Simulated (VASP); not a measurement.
# MgS (Niningerite) (Fm-3m) in VASP: further runs

The runs below take MgS (Niningerite) through single point, with PBE.

All numbers are computed with VASP 6.6.1; they aren't measurements. Logs are shortened: lines on timing, memory, paths and dates and some standing lists are left out, and cuts for length are marked.

## (1) The cell of the first run

It takes space group Fm-3m (No. 225, cubic). The conventional cell has a = 5.203 Å, b = 5.203 Å, c = 5.203 Å, α = 90.00°, β = 90.00°, γ = 90.00°. Within 3.4 Å of S (site symmetry m-3m) lie 6 Mg at 2.60 Å. Within 3.4 Å of Mg (site symmetry m-3m) lie 6 S at 2.60 Å.

## (2) Single point, PBE

Input file INCAR:

```
PREC = Accurate ; ENCUT = 520
EDIFF = 1E-6 ; ISMEAR = 0
SIGMA = 0.016 ; LREAL = F
LASPH = T ; NELM = 80
ALGO = Normal ; ISIF = 2
LWAVE = F ; LCHARG = F
GGA = PE ; NBANDS = 11
```

Input file KPOINTS:

```
Automatic mesh
0
Gamma
  9 9 9
```

Input file POSCAR:

```
MgS
1.0
    0.0000000000      2.6016500000      2.6016500000
    2.6016500000      0.0000000000      2.6016500000
    2.6016500000      2.6016500000      0.0000000000
S Mg
1 1
Direct
    0.5000000000      0.5000000000      0.5000000000
    0.0000000000      0.0000000000      0.0000000000
```

Potentials or basis: VASP PAW PBE potentials, release 64 (S, Mg).

The run is started by

```console
$ cat potpaw_PBE.64/S/POTCAR potpaw_PBE.64/Mg/POTCAR > POTCAR
$ mpirun -np 1 vasp_std > vasp.out
```

OUTCAR:

```text
PREC = Accurate
   ENCUT = 520
   EDIFF = 1E-6
   ISMEAR = 0
   LREAL = F
   LASPH = T
   NELM = 80
   ISIF = 2
   GGA = PE

 ion  position               nearest neighbor table
   1  0.500  0.500  0.500-   2 2.60   2 2.60   2 2.60   2 2.60   2 2.60   2 2.60
   2  0.000  0.000  0.000-   1 2.60   1 2.60   1 2.60   1 2.60   1 2.60   1 2.60

  LATTYP: Found a face centered cubic cell.
 ALAT       =     5.2033000000

  Lattice vectors:

 A1 = (   0.0000000000,   2.6016500000,   2.6016500000)
 A2 = (   2.6016500000,   0.0000000000,   2.6016500000)
 A3 = (   2.6016500000,   2.6016500000,   0.0000000000)

Analysis of symmetry for initial positions (statically):
=====================================================================
 Subroutine PRICEL returns:
 Original cell was already a primitive cell.

 Routine SETGRP: Setting up the symmetry group for a
 face centered cubic supercell.

 Subroutine GETGRP returns: Found 48 space group operations
 (whereof 48 operations were pure point group operations)
 out of a pool of 48 trial point group operations.

The static configuration has the point symmetry O_h .

Analysis of symmetry for dynamics (positions and initial velocities):
=====================================================================
 Subroutine PRICEL returns:
 Original cell was already a primitive cell.

 Routine SETGRP: Setting up the symmetry group for a
 face centered cubic supercell.

 Subroutine GETGRP returns: Found 48 space group operations
 (whereof 48 operations were pure point group operations)
 out of a pool of 48 trial point group operations.

The dynamic configuration has the point symmetry O_h .

 Subroutine INISYM returns: Found 48 space group operations
 (whereof 48 operations are pure point group operations),
 and found     1 'primitive' translations

----------------------------------------------------------------------------------------

                                     Primitive cell

  volume of cell :      35.2190

  direct lattice vectors                    reciprocal lattice vectors
     0.000000000  2.601650000  2.601650000    -0.192185728  0.192185728  0.192185728
     2.601650000  0.000000000  2.601650000     0.192185728 -0.192185728  0.192185728
     2.601650000  2.601650000  0.000000000     0.192185728  0.192185728 -0.192185728

  length of vectors
     3.679288715  3.679288715  3.679288715     0.332875446  0.332875446  0.332875446

  position of ions in fractional coordinates (direct lattice)
     0.500000000  0.500000000  0.500000000
     0.000000000  0.000000000  0.000000000

  ion indices of the primitive-cell ions
   primitive index   ion index
                 1           1
                 2           2

----------------------------------------------------------------------------------------

 KPOINTS: Automatic mesh

Automatic generation of k-mesh.
 Grid dimensions read from file:
 generate k-points for:    9    9    9

 Generating k-lattice:

  Cartesian coordinates                     Fractional coordinates (reciprocal lattice)
    -0.021353970  0.021353970  0.021353970     0.111111111  0.000000000  0.000000000
     0.021353970 -0.021353970  0.021353970     0.000000000  0.111111111  0.000000000
     0.021353970  0.021353970 -0.021353970     0.000000000  0.000000000  0.111111111

  Length of vectors
     0.036986161  0.036986161  0.036986161

  Shift w.r.t. Gamma in fractional coordinates (k-lattice)
     0.000000000  0.000000000  0.000000000

 Subroutine IBZKPT returns following result:
 ===========================================

 Found     35 irreducible k-points:

 Following reciprocal coordinates:
            Coordinates               Weight
  0.000000  0.000000  0.000000      1.000000
  0.111111  0.000000  0.000000      8.000000
  0.222222  0.000000  0.000000      8.000000
  0.333333  0.000000  0.000000      8.000000
  0.444444  0.000000  0.000000      8.000000
  0.111111  0.111111  0.000000      6.000000
[... 16 lines left out ...]
 -0.333333  0.333333  0.000000     12.000000
  0.444444  0.444444  0.000000      6.000000
 [... further k-points ...]
   k-points           NKPTS =     35   k-points in BZ     NKDIM =     35   number of bands    NBANDS=     11
   number of dos      NEDOS =    301   number of ions     NIONS =      2
   total plane-waves  NPLWV =  21952
   dimension x,y,z NGX =    28 NGY =   28 NGZ =   28
   dimension x,y,z NGXF=    56 NGYF=   56 NGZF=   56
   ions per type =               1   1
   NGX,Y,Z   is equivalent  to a cutoff of  12.65, 12.65, 12.65 a.u.
   NGXF,Y,Z  is equivalent  to a cutoff of  25.30, 25.30, 25.30 a.u.
 SYSTEM =  unknown system
   PREC   = accura    normal or accurate (medium, high low for compatibility)
   ISTART =      0    job   : 0-new  1-cont  2-samecut
   ICHARG =      2    charge: 1-file 2-atom 10-const
   ISPIN  =      1    spin polarized calculation?
   LNONCOLLINEAR =      F non collinear calculations
   LSORBIT =      F    spin-orbit coupling
   LASPH  =      T    aspherical Exc in radial PAW
   ENCUT  =  520.0 eV  38.22 Ry    6.18 a.u.   6.84  6.84  6.84*2*pi/ulx,y,z
   NELM   =     80;   NELMIN=  2; NELMDL= -5     # of ELM steps
   EDIFF  = 0.1E-05   stopping-criterion for ELM
   LREAL  =      F    real-space projection
   EDIFFG = 0.1E-04   stopping-criterion for IOM
   NSW    =      0    number of steps for IOM
   IBRION =     -1    ionic relax: 0-MD 1-quasi-New 2-CG
   NFREE  =      0    steps in history (QN), initial steepest desc. (CG)
   ISIF   =      2    stress and relaxation
   ISYM   =      2    0-nonsym 1-usesym 2-fastsym
   POTIM  = 0.5000    time-step for ionic-motion
   TEBEG  =    0.0;   TEEND  =   0.0 temperature during run
   PSTRESS=    0.0 pullay stress
   NELECT =       8.0000    total number of electrons
   NUPDOWN=      -1.0000    fix difference up-down
   EMIN   =  10.00;   EMAX   =-10.00  energy-range for DOS
   EFERMI =   0.00;   METHOD = LEGACY
   ISMEAR =     0;   SIGMA  =   0.02  broadening in eV -4-tet -1-fermi 0-gaus
   EFERMI_NEDOS =   21; number of points for ismear=-14 and -15
   IALGO  =     38    algorithm
   IMIX   =      4    mixing-type and parameters
     AMIX     =   0.40;   BMIX     =  1.00
     AMIX_MAG =   1.60;   BMIX_MAG =  1.00
  volume/ion in A,a.u.               =      17.61       118.83
  Fermi-wavevector in a.u.,A,eV,Ry     =   0.998878  1.887606 13.575323  0.997758
  Thomas-Fermi vector in A             =   2.131131
   LORBIT       =      0    0 simple, 1 ext, 2 COOP (PROOUT), +10 PAW based schemes
   GGA     = PE    functional components
   LHFCALC =     F    Hartree Fock is set to
   AEXX    =    0.0000 exact exchange contribution
   IVDW    =     0    specifies the selected vdW correction
   LEPSILON=     F    determine dielectric tensor
   LRPA    =     F    only Hartree local field effects (RPA)
 non-spin polarized calculation
 Gauss-broadening in eV      SIGMA  =   0.02
  energy-cutoff  :      520.00
  volume of cell :       35.22
 maximum number of plane-waves:       958
   NGX = 13   NGY = 13   NGZ = 13

 number of electron       8.0000000 magnetization

 Free energy of the ion-electron system (eV)
  ---------------------------------------------------
  ext. energy  EPLUGINS =         0.00000000
  ---------------------------------------------------
  free energy    TOTEN  =        -8.50202859 eV

  energy without entropy =       -8.50202859  energy(sigma->0) =       -8.50202859

 E-fermi :   3.7998     XC(G=0):  -9.6883

 val. band max:        3.7250049857   @ k =   0.0000   0.0000   0.0000
 cond. band min:       6.6304625084   @ k =   0.4444   0.4444   0.0000
 fundamental gap:      2.9054575228
 Fermi energy:         3.7998249209

 k-point     1 :       0.0000    0.0000    0.0000
  band No.  band energies     occupation
      1      -8.9418      2.00000
      2       3.7250      2.00000
      3       3.7250      2.00000
      4       3.7250      2.00000
      5       7.4352      0.00000
      6      11.6798      0.00000
      7      11.6798      0.00000
      8      11.6798      0.00000
      9      14.0749      0.00000
     10      14.0749      0.00000
     11      16.2633      0.00000

 k-point     2 :       0.1111    0.0000    0.0000
  band No.  band energies     occupation
      1      -8.8219      2.00000
      2       2.8604      2.00000
      3       3.6439      2.00000
      4       3.6439      2.00000
      5       8.1168      0.00000
      6      11.3910      0.00000
      7      11.8946      0.00000
      8      11.8946      0.00000
      9      13.5118      0.00000
     10      13.5118      0.00000
     11      16.4977      0.00000

 k-point     3 :       0.2222    0.0000    0.0000
  band No.  band energies     occupation
      1      -8.4894      2.00000
      2       1.3041      2.00000
      3       3.4553      2.00000
      4       3.4553      2.00000
      5       8.6953      0.00000
      6      11.7124      0.00000
      7      11.7124      0.00000
      8      11.7328      0.00000
      9      13.7125      0.00000
     10      13.7125      0.00000
     11      15.7877      0.00000

 k-point     4 :       0.3333    0.0000    0.0000
  band No.  band energies     occupation
      1      -8.0423      2.00000
      2      -0.1140      2.00000
      3       3.2645      2.00000
      4       3.2645      2.00000
      5       8.5087      0.00000
      6      11.0648      0.00000
      7      11.0648      0.00000
      8      13.0702      0.00000
      9      15.2395      0.00000
     10      15.2395      0.00000
     11      15.2838      0.00000
[... 239 lines left out ...]
 k-point    22 :      -0.4444    0.3333    0.0000
  band No.  band energies     occupation
      1      -7.3050      2.00000
      2      -0.1486      2.00000
      3       0.9454      2.00000
      4       2.3332      2.00000
      5       7.5776      0.00000
      6      10.0595      0.00000
      7      13.5459      0.00000
      8      13.6452      0.00000
      9      16.1394      0.00000
     10      17.8847      0.00000
     11      20.2466      0.00000

 k-point    23 :      -0.3333    0.3333    0.0000
  band No.  band energies     occupation
      1      -7.3344      2.00000
      2       0.0999      2.00000
      3       0.4069      2.00000
      4       2.5884      2.00000
      5       8.1560      0.00000
      6      11.4442      0.00000
      7      12.6336      0.00000
      8      12.9753      0.00000
      9      15.4547      0.00000
     10      16.1778      0.00000
     11      20.4241      0.00000

 k-point    24 :       0.4444    0.4444    0.0000
  band No.  band energies     occupation
      1      -7.3314      2.00000
      2      -0.3721      2.00000
      3       2.0815      2.00000
      4       2.0815      2.00000
      5       6.6305      0.00000
      6       8.1832      0.00000
      7      15.3721      0.00000
      8      16.4282      0.00000
      9      16.7273      0.00000
     10      16.7273      0.00000
     11      19.9795      0.00000

 [... further k-points ...]

------------------------ aborting loop because EDIFF is reached ----------------------------------------

  FORCE on cell =-STRESS in cart. coord.  units (eV):
  Direction    XX          YY          ZZ          XY          YZ          ZX
  --------------------------------------------------------------------------------------
  -------------------------------------------------------------------------------------
  Total        0.1887752      0.1887752      0.1887752      0.0000000      0.0000000     -0.0000000
  in kB        8.5877423      8.5877423      8.5877423      0.0000000      0.0000000     -0.0000000
  external PRESSURE =       8.5877423 kB  Pullay stress =       0.0000000 kB

 VOLUME and BASIS-vectors are now :
 -----------------------------------------------------------------------------
  energy-cutoff  :      520.00
  volume of cell :       35.22
      direct lattice vectors                 reciprocal lattice vectors
     0.000000000  2.601650000  2.601650000    -0.192185728  0.192185728  0.192185728
     2.601650000  0.000000000  2.601650000     0.192185728 -0.192185728  0.192185728
     2.601650000  2.601650000  0.000000000     0.192185728  0.192185728 -0.192185728

 POSITION                                       TOTAL-FORCE (eV/Angst)
 -----------------------------------------------------------------------------------
      2.60165      2.60165      2.60165        -0.000000      0.000000     -0.000000
      0.00000      0.00000      0.00000         0.000000     -0.000000      0.000000
 -----------------------------------------------------------------------------------
    total drift:                                0.000000      0.000000      0.000000

  FREE ENERGIE OF THE ION-ELECTRON SYSTEM (eV)
  ---------------------------------------------------
  free  energy   TOTEN  =        -8.5020285913 eV

  energy  without entropy=       -8.5020285913  energy(sigma->0) =       -8.50202859
```

Run time: 9.7 s. Hardware: 1 thread of Intel Xeon Platinum 8375C at 2.90GHz (Ice Lake), shared host; peak memory 0.16 GiB.

Results:

- Free energy: -8.5020 eV
- Pressure: 0.9 GPa
- Band gap on the k mesh: 2.91 eV, indirect (least direct gap 3.71 eV)

Levels at points of the mesh, in eV from the valence-band top:
```
           k point  band 1  band 2  band 3  band 4  band 5  band 6  band 7  band 8
(0.00, 0.00, 0.00)  -12.67    0.00    0.00    0.00    3.71    7.95    7.95    7.95
```

A k mesh can miss the band edges.

## (3) Single point, PBE

Input file INCAR:

```
SYSTEM = MgS
ALGO     = Normal         ! electronic algorithm
EDIFF    = 1E-6           ! SCF threshold, eV
ENCUT    = 520            ! plane-wave cutoff, eV
GGA      = PE             ! functional
ISIF     = 2              ! what is computed and relaxed
ISMEAR   = 0              ! smearing method
LASPH    = .TRUE.         ! aspherical terms in the spheres
LCHARG   = .FALSE.        ! write CHGCAR
LREAL    = .FALSE.        ! projectors in reciprocal space
LWAVE    = .FALSE.        ! write WAVECAR
NBANDS   = 11             ! bands
NELM     = 60             ! most SCF steps
PREC     = Accurate       ! precision mode
SIGMA    = 0.017          ! smearing width, eV
```

Input file KPOINTS:

```
k-points
0
G
  9 9 9
  0 0 0
```

POSCAR is that of step 2.

Potentials or basis: VASP PAW PBE potentials, release 64 (S, Mg).

The run is started by

```console
$ cat potpaw_PBE.64/S/POTCAR potpaw_PBE.64/Mg/POTCAR > POTCAR
$ mpirun -np 1 vasp_std > vasp.out
```

Run time: 9.5 s. Hardware: 1 thread of Intel Xeon Platinum 8375C at 2.90GHz (Ice Lake), shared host; peak memory 0.16 GiB.

Results (log left out):

```
Free energy            : -8.5020 eV
Pressure               : 0.9 GPa
Band gap on the k mesh : 2.91 eV, indirect (least direct gap 3.71 eV)
```

Levels at points of the mesh, in eV from the valence-band top:
```tsv
k point	band 1	band 2	band 3	band 4	band 5	band 6	band 7	band 8	band 9
(0.00, 0.00, 0.00)	-12.67	0.00	0.00	0.00	3.71	7.95	7.95	7.95	10.35
```
